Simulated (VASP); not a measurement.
# Ti3Al (P-6m2) in VASP: further runs

Runs on Ti3Al. Level: LDA. Tasks: single point.

Program: VASP 6.6.1. These are calculated values, not measurements. Logs are shortened: lines on timing, memory, paths and dates and some standing lists are left out, and cuts for length are marked.

### Step 1. The cell of the first run

It takes space group P-6m2 (No. 187, hexagonal). The conventional cell has a = 2.772 Å, b = 2.772 Å, c = 8.771 Å, α = 90.00°, β = 90.00°, γ = 120.00°. Ti (site symmetry -6m2) has 12 Ti at 2.70 to 2.77 Å within 3.6 Å. Ti (site symmetry 3m) has 9 Ti at 2.70 to 2.77 Å and 3 Al at 2.73 Å within 3.6 Å. Within 3.6 Å of Al (site symmetry -6m2) lie 6 Ti at 2.73 Å and 6 Al at 2.77 Å.

### Step 2. Single point, LDA (14.60 Å³/atom)

INCAR reads:

```
  ALGO = Fast
  EDIFF = 1E-6
  ENCUT = 520
  ISIF = 2
  ISMEAR = 0
  LASPH = True
  LCHARG = False
  LREAL = False
  LWAVE = False
  NBANDS = 28
  NELM = 80
  PREC = Accurate
  SIGMA = 0.15
```

KPOINTS reads:

```
k-points
0
Gamma
  18 18 6
```

POSCAR reads:

```
Ti3Al
1.0
    2.7723817465      0.0000000000      0.0000000000
   -1.3861908733      2.4009530215      0.0000000000
    0.0000000000      0.0000000000      8.7711624128
Ti Al
3 1
Direct
    0.6666666667      0.3333333333      0.0000000000
    0.3333333333      0.6666666667      0.7515223655
    0.3333333333      0.6666666667      0.2484776345
    0.6666666667      0.3333333333      0.5000000000
```

Potentials or basis: VASP PAW LDA potentials, release 64 (Ti_sv, Al).

Launch:

```console
> cat potpaw_LDA.64/Ti_sv/POTCAR potpaw_LDA.64/Al/POTCAR > POTCAR
> mpirun -np 1 vasp_std > vasp.out
```

OUTCAR:

```text
EDIFF = 1E-6
   ENCUT = 520
   ISIF = 2
   ISMEAR = 0
   LASPH = True
   LREAL = False
   NELM = 80
   PREC = Accurate

 ion  position               nearest neighbor table
   1  0.667  0.333  0.000-   2 2.70   3 2.70   2 2.70   3 2.70   2 2.70   3 2.70
   2  0.333  0.667  0.752-   1 2.70   1 2.70   1 2.70   4 2.73   4 2.73   4 2.73
   3  0.333  0.667  0.248-   1 2.70   1 2.70   1 2.70   4 2.73   4 2.73   4 2.73
   4  0.667  0.333  0.500-   2 2.73   3 2.73   2 2.73   3 2.73   2 2.73   3 2.73

  LATTYP: Found a hexagonal cell.
 ALAT       =     2.7723817465
 C/A-ratio  =     3.1637643062

  Lattice vectors:

 A1 = (   2.7723817465,   0.0000000000,   0.0000000000)
 A2 = (  -1.3861908733,   2.4009530215,   0.0000000000)
 A3 = (   0.0000000000,   0.0000000000,   8.7711624128)

Analysis of symmetry for initial positions (statically):
=====================================================================
 Subroutine PRICEL returns:
 Original cell was already a primitive cell.

 Routine SETGRP: Setting up the symmetry group for a
 hexagonal supercell.

 Subroutine GETGRP returns: Found 12 space group operations
 (whereof 12 operations were pure point group operations)
 out of a pool of 24 trial point group operations.

The static configuration has the point symmetry D_3h.

Analysis of symmetry for dynamics (positions and initial velocities):
=====================================================================
 Subroutine PRICEL returns:
 Original cell was already a primitive cell.

 Routine SETGRP: Setting up the symmetry group for a
 hexagonal supercell.

 Subroutine GETGRP returns: Found 12 space group operations
 (whereof 12 operations were pure point group operations)
 out of a pool of 24 trial point group operations.

The dynamic configuration has the point symmetry D_3h.

 Subroutine INISYM returns: Found 12 space group operations
 (whereof 12 operations are pure point group operations),
 and found     1 'primitive' translations

----------------------------------------------------------------------------------------

                                     Primitive cell

  volume of cell :      58.3840

  direct lattice vectors                    reciprocal lattice vectors
     2.772381746  0.000000000  0.000000000     0.360700687  0.208250639  0.000000000
    -1.386190873  2.400953021  0.000000000     0.000000000  0.416501277  0.000000000
     0.000000000  0.000000000  8.771162413     0.000000000  0.000000000  0.114009974
[... 89 lines left out ...]
   LREAL  =      F    real-space projection
   EDIFFG = 0.1E-04   stopping-criterion for IOM
   NSW    =      0    number of steps for IOM
   IBRION =     -1    ionic relax: 0-MD 1-quasi-New 2-CG
   NFREE  =      0    steps in history (QN), initial steepest desc. (CG)
   ISIF   =      2    stress and relaxation
   ISYM   =      2    0-nonsym 1-usesym 2-fastsym
   POTIM  = 0.5000    time-step for ionic-motion
   TEBEG  =    0.0;   TEEND  =   0.0 temperature during run
   PSTRESS=    0.0 pullay stress
   NELECT =      39.0000    total number of electrons
   NUPDOWN=      -1.0000    fix difference up-down
   EMIN   =  10.00;   EMAX   =-10.00  energy-range for DOS
   EFERMI =   0.00;   METHOD = LEGACY
   ISMEAR =     0;   SIGMA  =   0.15  broadening in eV -4-tet -1-fermi 0-gaus
   EFERMI_NEDOS =   21; number of points for ismear=-14 and -15
   IALGO  =     68    algorithm
   IMIX   =      4    mixing-type and parameters
     AMIX     =   0.40;   BMIX     =  1.00
     AMIX_MAG =   1.60;   BMIX_MAG =  1.00
  volume/ion in A,a.u.               =      14.60        98.50
  Fermi-wavevector in a.u.,A,eV,Ry     =   1.431084  2.704356 27.864746  2.048001
  Thomas-Fermi vector in A             =   2.550859
   LORBIT       =      0    0 simple, 1 ext, 2 COOP (PROOUT), +10 PAW based schemes
   GGA     = CA    functional components
   LHFCALC =     F    Hartree Fock is set to
   AEXX    =    0.0000 exact exchange contribution
   IVDW    =     0    specifies the selected vdW correction
   LEPSILON=     F    determine dielectric tensor
   LRPA    =     F    only Hartree local field effects (RPA)
 non-spin polarized calculation
 RMM-DIIS sequential band-by-band and
 Gauss-broadening in eV      SIGMA  =   0.15
  energy-cutoff  :      520.00
  volume of cell :       58.38
 maximum number of plane-waves:      1592
 NGX is ok and might be reduce to    24
   NGX = 11   NGY = 11   NGZ = 33

 number of electron      38.9999990 magnetization

 Free energy of the ion-electron system (eV)
  ---------------------------------------------------
  ext. energy  EPLUGINS =         0.00000000
  ---------------------------------------------------
  free energy    TOTEN  =       -30.13749361 eV

  energy without entropy =      -30.09325945  energy(sigma->0) =      -30.11537653

 E-fermi :   9.5076     XC(G=0): -12.1884

 val. band max:        9.5046254617   @ k =   0.1111   0.1111   0.3333
 cond. band min:       9.5106309459   @ k =   0.4444   0.0000   0.3333
 fundamental gap:      0.0060054842
 Fermi energy:         9.5075662043

 k-point     1 :       0.0000    0.0000    0.0000
  band No.  band energies     occupation
      1     -46.2520      2.00000
      2     -46.1487      2.00000
      3     -46.0402      2.00000
      4     -23.3378      2.00000
      5     -22.9018      2.00000
      6     -22.4213      2.00000
[... 733 lines left out ...]
     27      13.0435      0.00000
     28      13.5501      0.00000

 [... further k-points ...]

------------------------ aborting loop because EDIFF is reached ----------------------------------------

  FORCE on cell =-STRESS in cart. coord.  units (eV):
  Direction    XX          YY          ZZ          XY          YZ          ZX
  --------------------------------------------------------------------------------------
  -------------------------------------------------------------------------------------
  Total        4.6602885      4.6602885      5.3733156     -0.0000000      0.0000000     -0.0000000
  in kB      127.8879252    127.8879252    147.4548577     -0.0000000      0.0000000     -0.0000000
  external PRESSURE =     134.4102360 kB  Pullay stress =       0.0000000 kB

 VOLUME and BASIS-vectors are now :
 -----------------------------------------------------------------------------
  energy-cutoff  :      520.00
  volume of cell :       58.38
      direct lattice vectors                 reciprocal lattice vectors
     2.772381746  0.000000000  0.000000000     0.360700687  0.208250639  0.000000000
    -1.386190873  2.400953021  0.000000000     0.000000000  0.416501277  0.000000000
     0.000000000  0.000000000  8.771162413     0.000000000  0.000000000  0.114009974

 POSITION                                       TOTAL-FORCE (eV/Angst)
 -----------------------------------------------------------------------------------
      1.38619      0.80032      0.00000         0.000000     -0.000000      0.000000
     -0.00000      1.60064      6.59172         0.000000      0.000000     -0.065999
     -0.00000      1.60064      2.17944         0.000000      0.000000      0.065999
      1.38619      0.80032      4.38558        -0.000000      0.000000      0.000000
 -----------------------------------------------------------------------------------
    total drift:                                0.000000     -0.000000     -0.000000

  FREE ENERGIE OF THE ION-ELECTRON SYSTEM (eV)
  ---------------------------------------------------
  free  energy   TOTEN  =       -30.1374936117 eV

  energy  without entropy=      -30.0932594518  energy(sigma->0) =      -30.11537653
```

stdout:

```text
POSCAR found type information on POSCAR TiAl
 POSCAR found :  2 types and       4 ions
 scaLAPACK will be used
 LDA part: xc-table for (Slater(with rela. corr.)+CA(PZ))
 , standard interpolation
 POSCAR, INCAR and KPOINTS ok, starting setup
 FFT: planning ... GRIDC
 FFT: planning ... GRID_SOFT
 FFT: planning ... GRID
 WAVECAR not read
 entering main loop
WARNING in EDDRMM: call to ZHEGV failed, returncode =   8  4      9
WARNING in EDDRMM: call to ZHEGV failed, returncode =   8  4     11
WARNING in EDDRMM: call to ZHEGV failed, returncode =   6  3     15
WARNING in EDDRMM: call to ZHEGV failed, returncode =   8  4     15
WARNING in EDDRMM: call to ZHEGV failed, returncode =   6  3     24
WARNING in EDDRMM: call to ZHEGV failed, returncode =   8  4     14
WARNING in EDDRMM: call to ZHEGV failed, returncode =   6  3     16
WARNING in EDDRMM: call to ZHEGV failed, returncode =   8  4     16
WARNING in EDDRMM: call to ZHEGV failed, returncode =   8  4     14
WARNING in EDDRMM: call to ZHEGV failed, returncode =   6  3     21
WARNING in EDDRMM: call to ZHEGV failed, returncode =   6  3     16
WARNING in EDDRMM: call to ZHEGV failed, returncode =   8  4     15
WARNING in EDDRMM: call to ZHEGV failed, returncode =   8  4     11
WARNING in EDDRMM: call to ZHEGV failed, returncode =   8  4      8
```

It took 5.8 min on 1 thread of Intel Xeon 6975P-C (Granite Rapids), shared host; peak memory 0.3 GiB.

What came out:

| Quantity | Value |
| --- | --- |
| Free energy | -30.1375 eV |
| Pressure | 13.4 GPa |
| Largest force | 0.066 eV/Å |
| Band gap on the k mesh | zero (an odd number of electrons rules out a gap without spin polarisation) |

Forces on the atoms (eV/Å):
```
Ti   0.000  0.000  0.000
Ti   0.000  0.000 -0.066
Ti   0.000  0.000  0.066
Al   0.000  0.000  0.000
```

Caveat: the cell stands under pressure.

### Step 3. Single point, LDA (16.04 Å³/atom)

This run uses another cell than the first one, of 16.04 Å³/atom.

INCAR reads:

```
SYSTEM = Ti3Al
ALGO = Fast
EDIFF = 1E-6
ENCUT = 520
GGA = CA
ISIF = 2
ISMEAR = 0
LASPH = .True.
LCHARG = .False.
LREAL = .False.
LWAVE = .False.
NBANDS = 28
NELM = 100
PREC = Accurate
SIGMA = 0.15
```

KPOINTS reads:

```
k-points
0
Gamma
  18 18 6
  0 0 0
```

POSCAR reads:

```
Ti3Al
1.0
    2.8609400878      0.0000000000      0.0000000000
   -1.4304700439      2.4776467948      0.0000000000
    0.0000000000      0.0000000000      9.0513401320
Ti Al
3 1
Direct
    0.6666666667      0.3333333333      0.0000000000
    0.3333333333      0.6666666667      0.7515223655
    0.3333333333      0.6666666667      0.2484776345
    0.6666666667      0.3333333333      0.5000000000
```

Potentials or basis: VASP PAW LDA potentials, release 64 (Ti_sv, Al).

Launch:

```console
> cat potpaw_LDA.64/Ti_sv/POTCAR potpaw_LDA.64/Al/POTCAR > POTCAR
> mpirun -np 1 vasp_std > vasp.out
```

It took 6.2 min on 1 thread of Intel Xeon 6975P-C (Granite Rapids), shared host; peak memory 0.32 GiB.

Results (log left out):

```
Free energy            : -30.3640 eV
Pressure               : -0.1 GPa
Largest force          : 0.007 eV/Å
Band gap on the k mesh : zero (an odd number of electrons rules out a gap without spin polarisation)
```

Forces in eV/Å, atoms in the order of the input:
```
Ti   0.000  0.000  0.000
Ti   0.000  0.000  0.007
Ti   0.000  0.000 -0.007
Al   0.000  0.000  0.000
```

Stress tensor (GPa, compression positive):
```
-0.11  0.00  0.00
 0.00 -0.11  0.00
 0.00  0.00  0.04
```

Levels at points of the mesh, in eV from the Fermi level:
```
           k point  band 16  band 17  band 18  band 19  band 20  band 21  band 22  band 23  band 24  band 25
(0.00, 0.00, 0.00)    -2.59    -0.79     0.65     0.77     0.84     0.84     0.94     0.94     1.28     1.28
(0.50, 0.00, 0.00)    -2.19    -1.56    -1.33    -0.66    -0.30     0.92     1.15     1.27     1.84     2.66
(0.00, 0.00, 0.50)    -3.14    -1.08     0.56     0.81     0.85     0.85     0.93     0.93     1.29     1.29
(0.50, 0.00, 0.50)    -2.13    -1.61    -1.30    -1.02     0.13     0.88     0.99     1.15     1.97     2.86
```
